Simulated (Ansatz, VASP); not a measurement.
## One calculation of Cs, two programs

Contents of POSCAR:

```
Cs
1.0
   -3.0861833234      3.0861833234      3.0861833234
    3.0861833234     -3.0861833234      3.0861833234
    3.0861833234      3.0861833234     -3.0861833234
Cs
1
Direct
    0.0000000000      0.0000000000      0.0000000000
```

INCAR.step1

```
PREC     = Accurate       # precision mode
ENCUT    = 520            # plane-wave cutoff, eV
ISMEAR   = -1             # smearing method
SIGMA    = 0.03           # smearing width, eV
LREAL    = F              # projectors in reciprocal space
LASPH    = T              # aspherical terms in the spheres
NELM     = 80             # most SCF steps
NBANDS   = 10             # bands
GGA      = PE             # functional
ALGO     = Normal         # electronic algorithm
EDIFF    = 1E-4           # SCF threshold, eV
LWAVE    = T              # write WAVECAR
LCHARG   = F              # write CHGCAR
```

File INCAR.step2:

```
PREC     = Accurate       # precision mode
ENCUT    = 520            # plane-wave cutoff, eV
EDIFF    = 1E-8           # SCF threshold, eV
ISMEAR   = -1             # smearing method
SIGMA    = 0.03           # smearing width, eV
LREAL    = F              # projectors in reciprocal space
LASPH    = T              # aspherical terms in the spheres
NELM     = 80             # most SCF steps
ALGO     = Normal         # electronic algorithm
ISIF     = 2              # what is computed and relaxed
LWAVE    = F              # write WAVECAR
LCHARG   = F              # write CHGCAR
METAGGA  = R2SCAN         # meta-GGA
LMIXTAU  = T            
LEFG     = T            
NBANDS   = 10             # bands
ISTART   = 1
```

Contents of KPOINTS:

```
regular mesh
0
Gamma
  9 9 9
```

Input for Ansatz:

```yaml
crystal:
  lattice:
    - [-3.0861833234, 3.0861833234, 3.0861833234]
    - [3.0861833234, -3.0861833234, 3.0861833234]
    - [3.0861833234, 3.0861833234, -3.0861833234]
  atoms:
    - { symbol: Cs, position: [0.0, 0.0, 0.0] }
kpoints:
  mp_grid: { grid: [9, 9, 9] }
scf:
  occupations: { method: fermi_dirac, width: 0.03 }
hamiltonian:
  xc: r2scan
  pseudopotentials: { kind: all_electron, datasets: crystal }
output:
  forces: true
  stress: true
  eigenvalues: true
  efg: { contact_densities: true }
```

Change from the starting cell: volume scaled by 0.96, crystal datasets.

Alike in both runs: task electric field gradients; functional r2SCAN; k mesh 9 × 9 × 9; occupations fermi-dirac, width 0.03 eV; no spin polarisation.

|  | VASP | Ansatz |
| --- | --- | --- |
| version | VASP 6.6.1 | Ansatz 0.2.0 |
| potentials or method | VASP PAW PBE potentials, release 64 (Cs_sv), cutoff 520 eV | all-electron PAW with datasets made for the crystal, scalar-relativistic |

```csv
,VASP,Ansatz,Ansatz less VASP
pressure (GPa),0.1,0.1,0.00
```

VASP's potentials were made for PBE, not for r2SCAN. Ansatz ran all-electron here, and VASP with PAW potentials.

Spin-orbit coupling is off throughout.
